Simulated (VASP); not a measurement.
# GeSbTe3 (R3m) in VASP: further runs, part 2 of 2

VASP 6.6.1. Earlier steps stand in the parts before.

## Step 3: Single point, PBE (strain -0.030 along x and y, +0.030 along z)

Contents of INCAR:

```
SYSTEM = GeSbTe3
PREC = Accurate
ENCUT = 500
EDIFF = 1E-6
ISMEAR = 0
SIGMA = 0.15
LREAL = .False.
LASPH = .True.
NELM = 120
ALGO = Normal
ISIF = 2
LWAVE = .False.
LCHARG = .False.
GGA = PE
NBANDS = 26
GGA_COMPAT = .False.
```

Contents of KPOINTS:

```
regular mesh
0
Gamma
  12 12 12
  0 0 0
```

Contents of POSCAR:

```
GeSbTe3
1.0
    2.0151405988      1.1634419671     10.7125831353
   -2.0151405988      1.1634419671     10.7125831353
    0.0000000000     -2.3268839343     10.7125831353
Ge Sb Te
1 1 3
Direct
    0.5998296922      0.5998296922      0.5998296922
    0.3954376019      0.3954376019      0.3954376019
    0.9991310257      0.9991310257      0.9991310257
    0.7874280286      0.7874280286      0.7874280286
    0.2181746516      0.2181746516      0.2181746516
```

Potentials or basis: VASP PAW PBE potentials, release 64 (Ge_d, Sb, Te).

On the command line:

```
$ cat potpaw_PBE.64/Ge_d/POTCAR potpaw_PBE.64/Sb/POTCAR potpaw_PBE.64/Te/POTCAR > POTCAR
$ mpirun -np 1 vasp_std > vasp.out
```

OUTCAR:

```text
SYSTEM = GeSbTe3
   PREC = Accurate
   ENCUT = 500
   EDIFF = 1E-6
   ISMEAR = 0
   LREAL = .False.
   LASPH = .True.
   NELM = 120
   ISIF = 2
   GGA = PE

 ion  position               nearest neighbor table
   1  0.600  0.600  0.600-   5 2.80   5 2.80   5 2.80   3 3.15   3 3.15   3 3.15
   2  0.395  0.395  0.395-   4 2.99   4 2.99   4 2.99   3 3.08   3 3.08   3 3.08
   3  0.999  0.999  0.999-   2 3.08   2 3.08   2 3.08   1 3.15   1 3.15   1 3.15
   4  0.787  0.787  0.787-   2 2.99   2 2.99   2 2.99
   5  0.218  0.218  0.218-   1 2.80   1 2.80   1 2.80

  LATTYP: Found a trigonal (rhomboedric) cell.
 ALAT       =    10.9623823266
 COS(alpha) =     0.9324180355

  Lattice vectors:

 A1 = (   2.0151405988,   1.1634419671,  10.7125831353)
 A2 = (  -2.0151405988,   1.1634419671,  10.7125831353)
 A3 = (   0.0000000000,  -2.3268839343,  10.7125831353)

Analysis of symmetry for initial positions (statically):
=====================================================================
 Subroutine PRICEL returns:
 Original cell was already a primitive cell.

 Routine SETGRP: Setting up the symmetry group for a
 trigonal (rhombohedral) supercell.

 Subroutine GETGRP returns: Found  6 space group operations
 (whereof  6 operations were pure point group operations)
 out of a pool of 12 trial point group operations.

The static configuration has the point symmetry C_3v.

Analysis of symmetry for dynamics (positions and initial velocities):
=====================================================================
 Subroutine PRICEL returns:
 Original cell was already a primitive cell.

 Routine SETGRP: Setting up the symmetry group for a
 trigonal (rhombohedral) supercell.

 Subroutine GETGRP returns: Found  6 space group operations
 (whereof  6 operations were pure point group operations)
 out of a pool of 12 trial point group operations.

The dynamic configuration has the point symmetry C_3v.

 Subroutine INISYM returns: Found  6 space group operations
[... 124 lines left out ...]
  volume/ion in A,a.u.               =      30.14       203.39
  Fermi-wavevector in a.u.,A,eV,Ry     =   1.025125  1.937206 14.298112  1.050882
  Thomas-Fermi vector in A             =   2.158949
   LORBIT       =      0    0 simple, 1 ext, 2 COOP (PROOUT), +10 PAW based schemes
   GGA     = PE    functional components
   LHFCALC =     F    Hartree Fock is set to
   AEXX    =    0.0000 exact exchange contribution
   IVDW    =     0    specifies the selected vdW correction
   LEPSILON=     F    determine dielectric tensor
   LRPA    =     F    only Hartree local field effects (RPA)
 non-spin polarized calculation
 Gauss-broadening in eV      SIGMA  =   0.15
  energy-cutoff  :      500.00
  volume of cell :      150.69
 maximum number of plane-waves:      3874
   NGX = 39   NGY = 39   NGZ = 39

 number of electron      36.9999992 magnetization

 Free energy of the ion-electron system (eV)
  ---------------------------------------------------
  ext. energy  EPLUGINS =         0.00000000
  ---------------------------------------------------
  free energy    TOTEN  =       -18.37462623 eV

  energy without entropy =      -18.35002625  energy(sigma->0) =      -18.36232624

 E-fermi :   5.9607     XC(G=0):  -9.4525

 val. band max:        5.9474690552   @ k =   0.1667   0.1667   0.0833
 cond. band min:       5.9670662346   @ k =  -0.2500   0.1667   0.0000
 fundamental gap:      0.0195971794
 Fermi energy:         5.9607473644

 k-point     1 :       0.0000    0.0000    0.0000
  band No.  band energies     occupation
      1     -18.5799      2.00000
      2     -18.5799      2.00000
      3     -18.5749      2.00000
      4     -18.5688      2.00000
      5     -18.5688      2.00000
      6      -7.0290      2.00000
[... 685 lines left out ...]
     25      10.1342      0.00000
     26      10.5161      0.00000

 [... further k-points ...]

------------------------ aborting loop because EDIFF is reached ----------------------------------------

  FORCE on cell =-STRESS in cart. coord.  units (eV):
  Direction    XX          YY          ZZ          XY          YZ          ZX
  --------------------------------------------------------------------------------------
  -------------------------------------------------------------------------------------
  Total        2.1503313      2.1503313     -0.3467188      0.0000000      0.0000000      0.0000000
  in kB       22.8623270     22.8623270     -3.6863155      0.0000000      0.0000000      0.0000000
  external PRESSURE =      14.0127795 kB  Pullay stress =       0.0000000 kB

 VOLUME and BASIS-vectors are now :
 -----------------------------------------------------------------------------
  energy-cutoff  :      500.00
  volume of cell :      150.69
      direct lattice vectors                 reciprocal lattice vectors
     2.015140599  1.163441967 10.712583135     0.248121645  0.143253098  0.031116056
    -2.015140599  1.163441967 10.712583135    -0.248121645  0.143253098  0.031116056
     0.000000000 -2.326883934 10.712583135     0.000000000 -0.286506197  0.031116056

 POSITION                                       TOTAL-FORCE (eV/Angst)
 -----------------------------------------------------------------------------------
      0.00000     -0.00000     19.27718         0.000000     -0.000000      0.022860
      0.00000     -0.00000     12.70847         0.000000      0.000000     -0.030452
      0.00000     -0.00000     32.10982         0.000000     -0.000000      0.036848
      0.00000     -0.00000     25.30616         0.000000      0.000000     -0.054784
      0.00000     -0.00000      7.01164         0.000000     -0.000000      0.025529
 -----------------------------------------------------------------------------------
    total drift:                               -0.000000      0.000000     -0.000120

  FREE ENERGIE OF THE ION-ELECTRON SYSTEM (eV)
  ---------------------------------------------------
  free  energy   TOTEN  =       -18.3746262336 eV

  energy  without entropy=      -18.3500262516  energy(sigma->0) =      -18.36232624
```

OSZICAR:

```text
N       E                     dE             d eps       ncg     rms          rms(c)
DAV:   1     0.266485634977E+03    0.26649E+03   -0.14612E+04 11714   0.175E+03
DAV:   2     0.179094549832E+02   -0.24858E+03   -0.23940E+03 11150   0.485E+02
DAV:   3    -0.168284886479E+02   -0.34738E+02   -0.34197E+02 12346   0.117E+02
DAV:   4    -0.184058016625E+02   -0.15773E+01   -0.15680E+01 11424   0.284E+01
DAV:   5    -0.184533236401E+02   -0.47522E-01   -0.47499E-01 13542   0.544E+00    0.889E+00
DAV:   6    -0.183714077645E+02    0.81916E-01   -0.18173E-01 11952   0.234E+00    0.558E+00
DAV:   7    -0.183759221022E+02   -0.45143E-02   -0.11926E-01 11218   0.168E+00    0.521E-01
DAV:   8    -0.183744101212E+02    0.15120E-02   -0.75895E-03 11096   0.581E-01    0.328E-01
DAV:   9    -0.183745470515E+02   -0.13693E-03   -0.20231E-03 11130   0.192E-01    0.137E-01
DAV:  10    -0.183746193143E+02   -0.72263E-04   -0.16705E-04 12264   0.669E-02    0.464E-02
DAV:  11    -0.183746256229E+02   -0.63085E-05   -0.21551E-05 11006   0.242E-02    0.182E-02
DAV:  12    -0.183746262336E+02   -0.61074E-06   -0.39299E-06 10754   0.100E-02
   1 F= -.18374626E+02 E0= -.18362326E+02  d E =-.246000E-01
```

It took 24 min on 1 thread of Intel Xeon 6975P-C (Granite Rapids), shared host; peak memory 1.4 GiB.

What came out:

| Property | Result |
| --- | --- |
| Free energy | -18.3746 eV |
| Pressure | 1.4 GPa |
| Largest force | 0.055 eV/Å |
| Band gap on the k mesh | zero (an odd number of electrons rules out a gap without spin polarisation) |

Forces in eV/Å, atoms in the order of the input:
```
Ge   0.000  0.000  0.023
Sb   0.000  0.000 -0.030
Te   0.000  0.000  0.037
Te   0.000  0.000 -0.055
Te   0.000  0.000  0.026
```

Caveat: the cell differs from its parent crystal (strain -0.030 along x and y, +0.030 along z); spin-orbit coupling is left out, which moves the levels of the heavy elements.

## Step 4: Single point, PBE (strain +0.000 along x and y, -0.030 along z)

Contents of INCAR:

```
PREC     = Accurate       # precision mode
ENCUT    = 500            # plane-wave cutoff, eV
EDIFF    = 1E-6           # SCF threshold, eV
ISMEAR   = 0              # smearing method
SIGMA    = 0.15           # smearing width, eV
LREAL    = False          # projectors in reciprocal space
LASPH    = True           # aspherical terms in the spheres
NELM     = 120            # most SCF steps
ALGO     = Normal         # electronic algorithm
ISIF     = 2              # what is computed and relaxed
LWAVE    = False          # write WAVECAR
LCHARG   = False          # write CHGCAR
GGA      = PE             # functional
NBANDS   = 26             # bands
GGA_COMPAT= False
```

Contents of KPOINTS:

```
regular mesh
0
Gamma
  12 12 12
```

Changes to POSCAR since step 3:

```diff
@@ -2,5 +2,5 @@
 1.0
-    2.0151405988      1.1634419671     10.7125831353
-   -2.0151405988      1.1634419671     10.7125831353
-    0.0000000000     -2.3268839343     10.7125831353
+    2.0774645348      1.1994247084     10.0885491663
+   -2.0774645348      1.1994247084     10.0885491663
+    0.0000000000     -2.3988494168     10.0885491663
 Ge Sb Te
```

Potentials or basis: VASP PAW PBE potentials, release 64 (Ge_d, Sb, Te).

On the command line:

```
$ cat potpaw_PBE.64/Ge_d/POTCAR potpaw_PBE.64/Sb/POTCAR potpaw_PBE.64/Te/POTCAR > POTCAR
$ mpirun -np 1 vasp_std > vasp.out
```

OUTCAR:

```text
PREC = Accurate
   ENCUT = 500
   EDIFF = 1E-6
   ISMEAR = 0
   LREAL = False
   LASPH = True
   NELM = 120
   ISIF = 2
   GGA = PE

 ion  position               nearest neighbor table
   1  0.600  0.600  0.600-   5 2.81   5 2.81   5 2.81   3 3.12   3 3.12   3 3.12
   2  0.395  0.395  0.395-   4 2.98   4 2.98   4 2.98   3 3.06   3 3.06   3 3.06
   3  0.999  0.999  0.999-   2 3.06   2 3.06   2 3.06   1 3.12   1 3.12   1 3.12
   4  0.787  0.787  0.787-   2 2.98   2 2.98   2 2.98
   5  0.218  0.218  0.218-   1 2.81   1 2.81   1 2.81

  LATTYP: Found a trigonal (rhomboedric) cell.
 ALAT       =    10.3698265562
 COS(alpha) =     0.9197298180

  Lattice vectors:

 A1 = (   2.0774645348,   1.1994247084,  10.0885491663)
 A2 = (  -2.0774645348,   1.1994247084,  10.0885491663)
 A3 = (   0.0000000000,  -2.3988494168,  10.0885491663)

Analysis of symmetry for initial positions (statically):
=====================================================================
 Subroutine PRICEL returns:
 Original cell was already a primitive cell.

[... 177 lines left out ...]

 val. band max:        5.9539744324   @ k =  -0.4167   0.2500   0.1667
 cond. band min:       5.9616218467   @ k =  -0.3333   0.5000   0.1667
 fundamental gap:      0.0076474144
 Fermi energy:         5.9571471528

 k-point     1 :       0.0000    0.0000    0.0000
  band No.  band energies     occupation
      1     -18.6013      2.00000
      2     -18.6013      2.00000
      3     -18.5974      2.00000
      4     -18.5896      2.00000
      5     -18.5896      2.00000
      6      -7.0425      2.00000
[... 685 lines left out ...]
     25      10.3232      0.00000
     26      10.6444      0.00000

 [... further k-points ...]

------------------------ aborting loop because EDIFF is reached ----------------------------------------

  FORCE on cell =-STRESS in cart. coord.  units (eV):
  Direction    XX          YY          ZZ          XY          YZ          ZX
  --------------------------------------------------------------------------------------
  -------------------------------------------------------------------------------------
  Total        1.1772488      1.1772488      2.2800885     -0.0000000      0.0000000     -0.0000000
  in kB       12.5052466     12.5052466     24.2200875     -0.0000000      0.0000000     -0.0000000
  external PRESSURE =      16.4101936 kB  Pullay stress =       0.0000000 kB

 VOLUME and BASIS-vectors are now :
 -----------------------------------------------------------------------------
  energy-cutoff  :      500.00
  volume of cell :      150.83
      direct lattice vectors                 reciprocal lattice vectors
     2.077464535  1.199424708 10.088549166     0.240677996  0.138955506  0.033040760
    -2.077464535  1.199424708 10.088549166    -0.240677996  0.138955506  0.033040760
     0.000000000 -2.398849417 10.088549166     0.000000000 -0.277911011  0.033040760

 POSITION                                       TOTAL-FORCE (eV/Angst)
 -----------------------------------------------------------------------------------
      0.00000      0.00000     18.15423         0.000000     -0.000000      0.157547
      0.00000      0.00000     11.96818         0.000000     -0.000000     -0.077725
      0.00000      0.00000     30.23935         0.000000     -0.000000     -0.164756
      0.00000      0.00000     23.83202         0.000000     -0.000000      0.346829
      0.00000      0.00000      6.60320         0.000000      0.000000     -0.261895
 -----------------------------------------------------------------------------------
    total drift:                               -0.000000     -0.000000     -0.000036

  FREE ENERGIE OF THE ION-ELECTRON SYSTEM (eV)
  ---------------------------------------------------
  free  energy   TOTEN  =       -18.4091221704 eV

  energy  without entropy=      -18.3778773713  energy(sigma->0) =      -18.39349977
```

Wall time 35 min (1 thread of AMD EPYC 9R45 (Zen 5), shared host); peak memory 1.4 GiB.

Results:

| Property | Result |
| --- | --- |
| Free energy | -18.4091 eV |
| Pressure | 1.6 GPa |
| Largest force | 0.347 eV/Å |
| Band gap on the k mesh | zero (an odd number of electrons rules out a gap without spin polarisation) |

Forces on the atoms (eV/Å):
```
Ge   0.000  0.000  0.158
Sb   0.000  0.000 -0.078
Te   0.000  0.000 -0.165
Te   0.000  0.000  0.347
Te   0.000  0.000 -0.262
```

Levels at points of the mesh, in eV from the Fermi level:
```
           k point  band 16  band 17  band 18  band 19  band 20  band 21  band 22  band 23
(0.00, 0.00, 0.00)    -1.16    -0.58    -0.58     0.62     1.25     1.31     1.31     2.75
(0.50, 0.00, 0.00)    -2.54    -1.96    -0.77    -0.04     1.27     1.85     3.12     3.29
(0.50, 0.50, 0.00)    -1.46    -1.38    -1.15    -0.66     1.46     1.83     2.51     3.28
(0.50, 0.50, 0.50)    -0.72    -0.72    -0.42     0.37     1.38     1.56     1.56     2.56
```

Caveat: the cell differs from its parent crystal (strain +0.000 along x and y, -0.030 along z); spin-orbit coupling is left out, which moves the levels of the heavy elements.

## Step 5: Single point, PBE (strain +0.030 along x and y, -0.030 along z)

Contents of INCAR:

```
SYSTEM = GeSbTe3
PREC = Accurate
ENCUT = 500
EDIFF = 1E-6
ISMEAR = 0
SIGMA = 0.15
LREAL = .False.
LASPH = .True.
NELM = 120
ALGO = Normal
ISIF = 2
LWAVE = .False.
LCHARG = .False.
GGA = PE
NBANDS = 26
GGA_COMPAT = .False.
```

Contents of KPOINTS:

```
regular mesh
0
Gamma
  12 12 12
  0 0 0
```

Changes to POSCAR since step 4:

```diff
@@ -2,5 +2,5 @@
 1.0
-    2.0774645348      1.1994247084     10.0885491663
-   -2.0774645348      1.1994247084     10.0885491663
-    0.0000000000     -2.3988494168     10.0885491663
+    2.1397884708      1.2354074497     10.0885491663
+   -2.1397884708      1.2354074497     10.0885491663
+    0.0000000000     -2.4708148993     10.0885491663
 Ge Sb Te
```

Potentials or basis: VASP PAW PBE potentials, release 64 (Ge_d, Sb, Te).

On the command line:

```
$ cat potpaw_PBE.64/Ge_d/POTCAR potpaw_PBE.64/Sb/POTCAR potpaw_PBE.64/Te/POTCAR > POTCAR
$ mpirun -np 1 vasp_std > vasp.out
```

OUTCAR:

```text
SYSTEM = GeSbTe3
   PREC = Accurate
   ENCUT = 500
   EDIFF = 1E-6
   ISMEAR = 0
   LREAL = .False.
   LASPH = .True.
   NELM = 120
   ISIF = 2
   GGA = PE

 ion  position               nearest neighbor table
   1  0.600  0.600  0.600-   5 2.87   5 2.87   5 2.87   3 3.18   3 3.18   3 3.18
   2  0.395  0.395  0.395-   4 3.04   4 3.04   4 3.04   3 3.12   3 3.12   3 3.12
   3  0.999  0.999  0.999-   2 3.12   2 3.12   2 3.12   1 3.18   1 3.18   1 3.18
   4  0.787  0.787  0.787-   2 3.04   2 3.04   2 3.04
   5  0.218  0.218  0.218-   1 2.87   1 2.87   1 2.87

  LATTYP: Found a trigonal (rhomboedric) cell.
 ALAT       =    10.3867102851
[... 899 lines left out ...]
  -------------------------------------------------------------------------------------
  Total       -1.5578642     -1.5578642     -0.1307279      0.0000000     -0.0000000      0.0000000
  in kB      -15.5983675    -15.5983675     -1.3089347      0.0000000     -0.0000000      0.0000000
  external PRESSURE =     -10.8352233 kB  Pullay stress =       0.0000000 kB

 VOLUME and BASIS-vectors are now :
 -----------------------------------------------------------------------------
  energy-cutoff  :      500.00
  volume of cell :      160.02
      direct lattice vectors                 reciprocal lattice vectors
     2.139788471  1.235407450 10.088549166     0.233667957  0.134908258  0.033040760
    -2.139788471  1.235407450 10.088549166    -0.233667957  0.134908258  0.033040760
     0.000000000 -2.470814899 10.088549166     0.000000000 -0.269816516  0.033040760

 POSITION                                       TOTAL-FORCE (eV/Angst)
 -----------------------------------------------------------------------------------
      0.00000      0.00000     18.15423         0.000000     -0.000000     -0.014040
      0.00000      0.00000     11.96818         0.000000      0.000000      0.031903
      0.00000      0.00000     30.23935         0.000000     -0.000000     -0.030466
      0.00000      0.00000     23.83202         0.000000      0.000000      0.033937
      0.00000      0.00000      6.60320         0.000000     -0.000000     -0.021334
 -----------------------------------------------------------------------------------
    total drift:                                0.000000     -0.000000     -0.000084

  FREE ENERGIE OF THE ION-ELECTRON SYSTEM (eV)
  ---------------------------------------------------
  free  energy   TOTEN  =       -18.3964528020 eV

  energy  without entropy=      -18.3555654760  energy(sigma->0) =      -18.37600914
```

Run time: 34 min. Hardware: 1 thread of AMD EPYC 9R45 (Zen 5), shared host; peak memory 1.4 GiB.

Results:

```yaml
Free_energy: -18.3965 eV
Pressure: -1.1 GPa
Largest_force: 0.034 eV/Å
Band_gap_on_the_k_mesh: zero (an odd number of electrons rules out a gap without spin polarisation)
```

Forces on the atoms (eV/Å):
```
Ge   0.000  0.000 -0.014
Sb   0.000  0.000  0.032
Te   0.000  0.000 -0.030
Te   0.000  0.000  0.034
Te   0.000  0.000 -0.021
```

Levels at points of the mesh, in eV from the Fermi level:
```tsv
k point	band 14	band 15	band 16	band 17	band 18	band 19	band 20	band 21	band 22	band 23
(0.00, 0.00, 0.00)	-1.14	-1.14	-1.10	-0.60	-0.60	0.45	1.09	1.25	1.25	2.58
(0.50, 0.00, 0.00)	-2.82	-2.38	-2.35	-1.69	-0.68	-0.01	1.26	1.85	3.22	3.40
(0.50, 0.50, 0.00)	-3.01	-2.07	-1.33	-1.24	-1.06	-0.47	1.67	1.89	2.47	3.27
(0.50, 0.50, 0.50)	-1.04	-1.04	-0.74	-0.74	-0.63	0.30	1.22	1.49	1.49	2.50
```

Caveat: the cell differs from its parent crystal (strain +0.030 along x and y, -0.030 along z); spin-orbit coupling is left out, which moves the levels of the heavy elements.

## Step 6: Overview

```tsv
cell	gap on the mesh (eV)	pressure (GPa)	largest force (eV/Å)
a = 10.658 Å, angles 21.8°, 5 atoms	none	3.2	0.33
a = 10.962 Å, angles 21.2°, 5 atoms	none	1.4	0.05
a = 10.370 Å, angles 23.1°, 5 atoms	none	1.6	0.35
a = 10.387 Å, angles 23.8°, 5 atoms	none	-1.1	0.03
```

Alike in all rows: task single point; level PBE; potentials or basis VASP PAW PBE potentials, release 64 (Ge_d, Sb, Te); no spin polarisation; k mesh 12 × 12 × 12; cutoff (eV) 500; smearing gaussian 0.15 eV.

Caveats: spin-orbit coupling is left out, which moves the levels of the heavy elements; the cell stands under pressure (at least some runs).

Absolute energies hang on the potentials; compare differences alone.
